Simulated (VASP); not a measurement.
Crystal: In2O3.

```
CELL_PARAMETERS angstrom
2.74350 1.58396 4.83667
-2.74350 1.58396 4.83667
0.00000 -3.16792 4.83667
ATOMIC_POSITIONS crystal
In 0.35792 0.35792 0.35792
In 0.14208 0.14208 0.14208
In 0.64208 0.64208 0.64208
In 0.85792 0.85792 0.85792
O 0.54592 0.95408 0.25000
O 0.25000 0.54592 0.95408
O 0.95408 0.25000 0.54592
O 0.45408 0.04592 0.75000
O 0.75000 0.45408 0.04592
O 0.04592 0.75000 0.45408
```

Base run:

```yaml
Program: VASP 6.6.1
Functional: PBEsol
Potentials_or_basis: VASP PAW PBE potentials, release 64 (In_d, O)
Cutoff: 520 eV
k_mesh: 7 × 7 × 7
Occupations: fermi-dirac, width 0.02 eV
Spin: no spin polarisation
```

Its results: band gap on the k mesh 1.18 eV (least direct gap 1.22 eV); pressure 2.5 GPa; largest force 0.092 eV/Å.

Task: The run is repeated on the same cell with these changes: functional from PBEsol to r2SCAN. What comes out?

Result: Band gap on the k mesh 1.88 eV (least direct gap 1.90 eV); pressure 3.0 GPa; largest force 0.104 eV/Å.

Caveats: the PAW data sets were made with another functional, which shifts forces and pressure a little; spin-orbit coupling is left out, which moves the levels of the heavy elements; the cell stands under pressure (at least some runs).

A k mesh can miss the band edges.
